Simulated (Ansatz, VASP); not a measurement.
## One calculation of CuF3, two programs

```xyz
8
Lattice="3.7190 0.0000 3.7190 0.0000 3.7190 3.7190 0.0000 0.0000 7.4380" Properties=species:S:1:pos:R:3 pbc="T T T"
Cu    0.0000    0.0000    0.0000
Cu    0.0000    0.0000    3.7190
F     1.8595    0.0000    7.4380
F     0.0000    0.0000    1.8595
F     0.0000    1.8595    7.4380
F     1.8595    0.0000    3.7190
F     0.0000    0.0000    5.5785
F     0.0000    1.8595    3.7190
```

Alike in both runs: functional PBE; k mesh 10 × 10 × 5; occupations gaussian, width 0.05 eV; collinear spin.

Ansatz relaxed the structure, and its values are those at the end. VASP's run is a single point on that final structure, the one shown.

|  | VASP | Ansatz |
| --- | --- | --- |
| version | VASP 6.6.1 | Ansatz 0.2.0 |
| potentials or method | VASP PAW PBE potentials, release 64 (Cu, F), cutoff 520 eV | scalar-relativistic, plane waves, PAW |
| valence electrons in the cell | 64 | 80 |

|  | VASP | Ansatz | Ansatz less VASP |
| --- | --- | --- | --- |
| gap on the k mesh at the Fermi level (eV) | 0.31 | 0.38 | +0.073 |
| least direct gap on the mesh (eV) | 0.65 | 0.71 | +0.065 |
| pressure (GPa) | 6.6 | 6.2 | -0.45 |
| net moment per atom (μB) | 0.00 | 0.00 | 0.000 |
| size of the moment on the site where the two differ most (μB) | 0.63 | 0.69 | +0.062 |

Site moments also hang on the region over which each program counts them. With one functional, cell and mesh, what is left measures potentials, basis and numerics. VASP's potentials hold 64 valence electrons a cell and Ansatz's 80, so a difference there can come from the potentials and not from the codes. Ansatz's warnings: stress scf threshold loose.
